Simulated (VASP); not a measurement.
A run of VASP 6.6.1:

File POSCAR:

```
PbSe
1.0
    0.0000000000      3.0893771700      3.0893771700
    3.0893771700      0.0000000000      3.0893771700
    3.0893771700      3.0893771700      0.0000000000
Pb Se
1 1
Direct
    0.0000000000      0.0000000000      0.0000000000
    0.5000000000      0.5000000000      0.5000000000
```

File INCAR.step1:

```
ALGO = Normal ; EDIFF = 1E-4
ENCUT = 520 ; GGA = PE
ISMEAR = -1 ; LASPH = True
LCHARG = False ; LREAL = False
LWAVE = True ; NBANDS = 17
NELM = 60 ; PREC = Accurate
SIGMA = 0.02
```

File INCAR.step2:

```
ALGO = Normal ; EDIFF = 1E-6
ENCUT = 520 ; ISIF = 2
ISMEAR = -1 ; ISTART = 1
LASPH = True ; LCHARG = False
LMIXTAU = True ; LREAL = False
LWAVE = False ; METAGGA = R2SCAN
NBANDS = 17 ; NELM = 60
PREC = Accurate ; SIGMA = 0.02
```

The input KPOINTS:

```
k-points
0
Gamma
  8 8 8
```

Potentials or basis: VASP PAW PBE potentials, release 64 (Pb_d, Se).

Run with:

```sh
$ cat potpaw_PBE.64/Pb_d/POTCAR potpaw_PBE.64/Se/POTCAR > POTCAR
$ cp INCAR.step1 INCAR
$ mpirun -np 1 vasp_std > vasp.out
$ cp INCAR.step2 INCAR
$ mpirun -np 1 vasp_std > vasp.out
```

Hardware: 1 thread of AMD EPYC 9R45 96-Core Processor (Zen 5), with other jobs on the host.

Question: Estimate the wall time of this run.

Answer: Run time: 49 s on 1 thread of AMD EPYC 9R45 96-Core Processor (Zen 5), with other jobs on the host, peak memory 0.17 GiB. Counts: k points 29.
